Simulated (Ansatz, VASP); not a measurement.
## KF in VASP and in Ansatz

The input INCAR:

```
ALGO     = Normal         # electronic algorithm
EDIFF    = 1E-6           # SCF threshold, eV
ENCUT    = 520            # plane-wave cutoff, eV
GGA      = PE             # functional
ISIF     = 2              # what is computed and relaxed
ISMEAR   = 0              # smearing method
LASPH    = T              # aspherical terms in the spheres
LCHARG   = F              # write CHGCAR
LREAL    = F              # projectors in reciprocal space
LWAVE    = F              # write WAVECAR
NBANDS   = 15             # bands
NELM     = 100            # most SCF steps
PREC     = Accurate       # precision mode
SIGMA    = 0.01           # smearing width, eV
```

Contents of KPOINTS:

```
k-points
0
Gamma
  6 6 6
```

Contents of POSCAR:

```
KF
1.0
    0.0000000000      2.9748243948      2.9748243948
    2.9748243948      0.0000000000      2.9748243948
    2.9748243948      2.9748243948      0.0000000000
K F
1 1
Direct
    0.0000000000      0.0000000000      0.0000000000
    0.2500000000      0.2500000000      0.2500000000
```

Input for Ansatz:

```yaml
crystal:
  lattice:
    - [0.0, 2.9748243948, 2.9748243948]
    - [2.9748243948, 0.0, 2.9748243948]
    - [2.9748243948, 2.9748243948, 0.0]
  atoms:
    - { symbol: K, position: [0.0, 0.0, 0.0] }
    - { symbol: F, position: [0.25, 0.25, 0.25] }
kpoints:
  mp_grid: { grid: [6, 6, 6] }
hamiltonian:
  xc: pbe
scf:
  occupations: { method: fixed }
  n_extra_bands: 4
output:
  forces: true
  stress: true
  eigenvalues: true
```

Alike in both runs: task single point; functional PBE; k mesh 6 × 6 × 6; no spin polarisation.

```csv
,VASP,Ansatz
version,VASP 6.6.1,Ansatz 0.2.0
potentials or method,"VASP PAW PBE potentials, release 64 (K_sv, F)","plane waves, PAW"
plane-wave cutoff (eV),520,420
occupations,"gaussian, width 0.01 eV",fixed
valence electrons in the cell,16,16
```

```tsv
	VASP	Ansatz	Ansatz less VASP
gap on the k mesh at the Fermi level (eV)	5.05	5.06	+0.010
pressure (GPa)	0.0	0.0	-0.01
```
